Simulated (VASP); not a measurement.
A run of VASP 6.6.1:

File INCAR:

```
SYSTEM = ZnO
PREC = Accurate ; ENCUT = 520
EDIFF = 1E-6 ; ISMEAR = -1
SIGMA = 0.02 ; LREAL = .False.
LASPH = .True. ; NELM = 80
ALGO = Normal ; ISIF = 2
LWAVE = .False. ; LCHARG = .True.
GGA = PE ; LELF = .True.
LVHAR = .True. ; NBANDS = 26
```

KPOINTS

```
Automatic mesh
0
Gamma
  12 12 6
  0 0 0
```

The input POSCAR:

```
ZnO
1.0
    2.9527479643      0.0000000000      0.0000000000
   -1.4763739822      2.5571547481      0.0000000000
    0.0000000000      0.0000000000      5.0841165378
Zn O
2 2
Direct
    0.0000000000      0.0000000000      0.0000000000
    0.0000000000      0.0000000000      0.5000000000
    0.3333333333      0.6666666667      0.2500000000
    0.6666666667      0.3333333333      0.7500000000
```

Potentials or basis: VASP PAW PBE potentials, release 64 (Zn, O).

Launch:

```console
$ cat potpaw_PBE.64/Zn/POTCAR potpaw_PBE.64/O/POTCAR > POTCAR
$ mpirun -np 1 vasp_std > vasp.out
```

Hardware: 1 thread of Intel Xeon 6975P-C (shared host).

Question: Estimate the wall time of this run.

Answer: It took 49 s on 1 thread of Intel Xeon 6975P-C, on a shared host, peak memory 0.2 GiB. Counts: scf iterations 13, k points 76.
